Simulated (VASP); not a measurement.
Input of a VASP 6.6.1 run:

Contents of POSCAR:

```
Ta
1.0
   -1.6512800000      1.6512800000      1.7751260000
    1.6512800000     -1.6512800000      1.7751260000
    1.6512800000      1.6512800000     -1.7751260000
Ta
1
Direct
    0.0000000000      0.0000000000      0.0000000000
```

Contents of INCAR.step1:

```
PREC     = Accurate       # precision mode
ENCUT    = 520            # plane-wave cutoff, eV
ISMEAR   = 0              # smearing method
SIGMA    = 0.15           # smearing width, eV
LREAL    = F              # projectors in reciprocal space
LASPH    = T              # aspherical terms in the spheres
NELM     = 80             # most SCF steps
NBANDS   = 12             # bands
GGA      = PE             # functional
ALGO     = Normal         # electronic algorithm
EDIFF    = 1E-4           # SCF threshold, eV
LWAVE    = T              # write WAVECAR
LCHARG   = F              # write CHGCAR
```

Contents of INCAR.step2:

```
PREC     = Accurate       # precision mode
ENCUT    = 520            # plane-wave cutoff, eV
EDIFF    = 1E-7           # SCF threshold, eV
ISMEAR   = 0              # smearing method
SIGMA    = 0.15           # smearing width, eV
LREAL    = F              # projectors in reciprocal space
LASPH    = T              # aspherical terms in the spheres
NELM     = 80             # most SCF steps
ALGO     = Normal         # electronic algorithm
ISIF     = 2              # what is computed and relaxed
LWAVE    = F              # write WAVECAR
LCHARG   = T              # write CHGCAR
METAGGA  = R2SCAN         # meta-GGA
LMIXTAU  = T            
LELF     = T              # ELF
LVHAR    = T            
NBANDS   = 12             # bands
ISTART   = 1
```

The input KPOINTS:

```
Automatic mesh
0
Gamma
  20 20 20
```

Potentials or basis: VASP PAW PBE potentials, release 64 (Ta_pv).

Command:

```bash
$ cat potpaw_PBE.64/Ta_pv/POTCAR > POTCAR
$ cp INCAR.step1 INCAR
$ mpirun -np 1 vasp_std > vasp.out
$ cp INCAR.step2 INCAR
$ mpirun -np 1 vasp_std > vasp.out
```

Estimate the band gap on the k mesh.

zero (an odd number of electrons rules out a gap without spin polarisation).

Estimate the pressure.

-11.5 GPa.

Stress tensor (GPa, compression positive):
```
 -9.59   0.00   0.00
  0.00  -9.59   0.00
  0.00   0.00 -15.37
```

Caveat: the cell differs from its parent crystal (strain +0.0750 x Voigt [0, 0, 1, 0, 0, 0]); the cell stands under tension; the PAW data sets were made with another functional, which shifts forces and pressure a little; spin-orbit coupling is left out, which moves the levels of the heavy elements.
